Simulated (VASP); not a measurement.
Here is a VASP 6.6.1 calculation.

The input INCAR:

```
SYSTEM = Ni
PREC = Accurate
ENCUT = 520
EDIFF = 1E-6
ISMEAR = -1
SIGMA = 0.6
LREAL = .FALSE.
LASPH = .TRUE.
NELM = 150
ALGO = Normal
ISIF = 2
LWAVE = .FALSE.
LCHARG = .FALSE.
ISPIN = 2
MAGMOM = 0.607
LORBIT = 11
LMAXMIX = 4
GGA = CA
NBANDS = 15
```

File KPOINTS:

```
Automatic mesh
0
G
  16 16 16
  0 0 0
```

The input POSCAR:

```
Ni
1.0
    0.0000000000      1.7124646296      1.7124646296
    1.7124646296      0.0000000000      1.7124646296
    1.7124646296      1.7124646296      0.0000000000
Ni
1
Direct
    0.0000000000      0.0000000000      0.0000000000
```

Potentials or basis: VASP PAW LDA potentials, release 64 (Ni).

Run with:

```sh
$ cat potpaw_LDA.64/Ni/POTCAR > POTCAR
$ mpirun -np 1 vasp_std > vasp.out
```

(1) Predict the net moment.

(2) Estimate the band gap on the k mesh.

## Answers

(1) 0.00 μB per cell.

(2) zero (filled and empty bands overlap).
